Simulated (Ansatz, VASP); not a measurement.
# Ni in VASP and in Ansatz

The input INCAR:

```
SYSTEM = Ni
PREC = Accurate
ENCUT = 520
EDIFF = 1E-7
ISMEAR = -1
SIGMA = 0.1
LREAL = .False.
LASPH = .True.
NELM = 100
ALGO = Normal
ISIF = 2
LWAVE = .False.
LCHARG = .True.
GGA = RE
LELF = .True.
LVHAR = .True.
NBANDS = 11
```

Contents of KPOINTS:

```
Automatic mesh
0
Gamma
  18 18 18
  0 0 0
```

The input POSCAR:

```
Ni
1.0
   -1.4260601534      1.4260601534      1.4260601534
    1.4260601534     -1.4260601534      1.4260601534
    1.4260601534      1.4260601534     -1.4260601534
Ni
1
Direct
    0.0000000000      0.0000000000      0.0000000000
```

Input for Ansatz:

```yaml
crystal:
  lattice:
    - [-1.4260601534, 1.4260601534, 1.4260601534]
    - [1.4260601534, -1.4260601534, 1.4260601534]
    - [1.4260601534, 1.4260601534, -1.4260601534]
  atoms:
    - { symbol: Ni, position: [0.0, 0.0, 0.0] }
hamiltonian:
  xc: revpbe
  pseudopotentials:
    kind: paw
    azcp:
      Ni: "pseudopotentials/Ni.paw.azcp"
basis:
  ecutwfc: 420
  fft_grid_basis: typed
kpoints:
  mp_grid: { grid: [18, 18, 18], shift: [0, 0, 0] }
magnetization:
  spin_polarized: false
scf:
  occupations: { method: fermi_dirac, width: 0.1 }
  lower_state_search: "off"
output:
  stress: true
```

Alike in both runs: task single point; functional revPBE; k mesh 18 × 18 × 18; occupations fermi-dirac, width 0.1 eV; no spin polarisation.

|  | VASP | Ansatz |
| --- | --- | --- |
| version | VASP 6.6.1 | Ansatz 0.2.0 |
| potentials or method | VASP PAW PBE potentials, release 64 (Ni), cutoff 520 eV | plane waves (420 eV) with PAW, scalar-relativistic |
| valence electrons in the cell | 10 | 18 |

```csv
,VASP,Ansatz,Ansatz less VASP
pressure (GPa),-6.3,-6.5,-0.27
```

VASP's potentials were made for PBE, not for revPBE. The functional is the same, so the differences come from potentials, cutoffs and numerics. VASP's potentials hold 10 valence electrons a cell and Ansatz's 18, so a difference there can come from the potentials and not from the codes.
